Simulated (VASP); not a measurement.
Wanted: the native input for a VASP 6.6.1 run.

| Property | Result |
| --- | --- |
| Task | single point |
| Functional | PBEsol |
| Potentials or basis | VASP PAW PBE potentials, release 64 (Pt) |
| Cutoff | 500 eV |
| k mesh | 18 × 18 × 18 |
| Occupations | gaussian, width 0.1 eV |
| Spin | no spin polarisation |
| Dipole correction | no |
| Further INCAR settings | ALGO = Normal; EDIFF = 1e-06; NBANDS = 11 |

The structure of Pt lies in POSCAR:

```
Pt
1.0
   -1.5604153263      1.5604153263      1.5604153263
    1.5604153263     -1.5604153263      1.5604153263
    1.5604153263      1.5604153263     -1.5604153263
Pt
1
Direct
    0.0000000000      0.0000000000      0.0000000000
```

This isn't the form of Pt at room conditions, which is fcc.

These files were run (other wordings do the same):

INCAR

```
ALGO     = Normal         # electronic algorithm
EDIFF    = 1E-6           # SCF threshold, eV
ENCUT    = 500            # plane-wave cutoff, eV
GGA      = PS             # functional
GGA_COMPAT= False        
ISIF     = 2              # what is computed and relaxed
ISMEAR   = 0              # smearing method
LASPH    = True           # aspherical terms in the spheres
LCHARG   = False          # write CHGCAR
LREAL    = False          # projectors in reciprocal space
LWAVE    = False          # write WAVECAR
NBANDS   = 11             # bands
NELM     = 120            # most SCF steps
PREC     = Accurate       # precision mode
SIGMA    = 0.1            # smearing width, eV
```

KPOINTS

```
k-points
0
Gamma
  18 18 18
```

Potentials or basis: VASP PAW PBE potentials, release 64 (Pt).

Command:

```console
$ cat potpaw_PBE.64/Pt/POTCAR > POTCAR
$ mpirun -np 1 vasp_std > vasp.out
```

It gave:

```json
{
 "Pressure": "-0.4 GPa",
 "Band gap on the k mesh": "zero (bands 5 and 6 overlap by 2.25 eV)"
}
```

Caveat: the PAW data sets were made with another functional, which shifts forces and pressure a little; spin-orbit coupling is left out, which moves the levels of the heavy elements.

Wall time 47 s on 1 thread of Intel Xeon 8259CL (shared host), peak memory 0.15 GiB.
